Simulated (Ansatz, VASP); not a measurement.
One calculation of Co, two programs

The input INCAR:

```
SYSTEM = Co
  PREC = Accurate
  ENCUT = 520
  EDIFF = 1E-6
  ISMEAR = -1
  SIGMA = 0.1
  LREAL = .FALSE.
  LASPH = .TRUE.
  NELM = 100
  ALGO = Normal
  ISIF = 2
  LWAVE = .FALSE.
  LCHARG = .FALSE.
  GGA = PS
  NBANDS = 10
```

File KPOINTS:

```
Automatic mesh
0
G
  18 18 18
  0 0 0
```

Contents of POSCAR:

```
Co
1.0
    0.0000000000      1.7046286775      1.7046286775
    1.7046286775      0.0000000000      1.7046286775
    1.7046286775      1.7046286775      0.0000000000
Co
1
Direct
    0.0000000000      0.0000000000      0.0000000000
```

Input for Ansatz:

```yaml
crystal:
  lattice:
    - [0.0, 1.7046286775, 1.7046286775]
    - [1.7046286775, 0.0, 1.7046286775]
    - [1.7046286775, 1.7046286775, 0.0]
  atoms:
    - { symbol: Co, position: [0.0, 0.0, 0.0] }
hamiltonian:
  xc: pbesol
  pseudopotentials:
    kind: paw
    azcp:
      Co: "pseudopotentials/Co.paw.azcp"
basis:
  ecutwfc: 420
  fft_grid_basis: typed
kpoints:
  mp_grid: { grid: [18, 18, 18], shift: [0, 0, 0] }
magnetization:
  spin_polarized: false
scf:
  occupations: { method: fermi_dirac, width: 0.1 }
  lower_state_search: "off"
output:
  stress: true
```

Alike in both runs: task single point; functional PBEsol; k mesh 18 × 18 × 18; occupations fermi-dirac, width 0.1 eV; no spin polarisation.

```csv
,VASP,Ansatz
version,VASP 6.6.1,Ansatz 0.2.0
potentials or method,"VASP PAW PBE potentials, release 64 (Co), cutoff 520 eV","plane waves (420 eV) with PAW, scalar-relativistic"
valence electrons in the cell,9,17
```

```csv
,VASP,Ansatz,Ansatz less VASP
pressure (GPa),-1.0,0.0,+1.01
```

VASP's potentials were made for PBE, not for PBEsol, and Ansatz warns of the same on its side. The functional is the same, so the differences come from potentials, cutoffs and numerics. VASP's potentials hold 9 valence electrons a cell and Ansatz's 17, so a difference there can come from the potentials and not from the codes.
